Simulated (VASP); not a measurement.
## Ag: single point with PBE

Ag:

```
Ag
1.0
     0.00000    2.07344    2.07344
     2.07344    0.00000    2.07344
     2.07344    2.07344    0.00000
Ag
1
Direct
  0.00000 0.00000 0.00000
```

```json
{
 "Program": "VASP 6.6.1",
 "Task": "single point",
 "Functional": "PBE",
 "Potentials or basis": "VASP PAW PBE potentials, release 64 (Ag)",
 "Cutoff": "520 eV",
 "k mesh": "13 × 13 × 13",
 "Occupations": "fermi-dirac, width 0.2 eV",
 "Spin": "no spin polarisation",
 "Dipole correction": "no",
 "Further INCAR settings": "ALGO = Normal; EDIFF = 1e-07; NBANDS = 12"
}
```

The pressure is 0.0 GPa.

Levels at points of the mesh, in eV from the Fermi level:
| k point | band 4 | band 5 | band 6 | band 7 | band 8 | band 9 |
| --- | --- | --- | --- | --- | --- | --- |
| (0.00, 0.00, 0.00) | -4.74 | -3.79 | -3.79 | 15.83 | 19.15 | 19.15 |

Wall time 18 s on 1 thread of Intel Xeon 8259CL (shared host), peak memory 0.15 GiB.
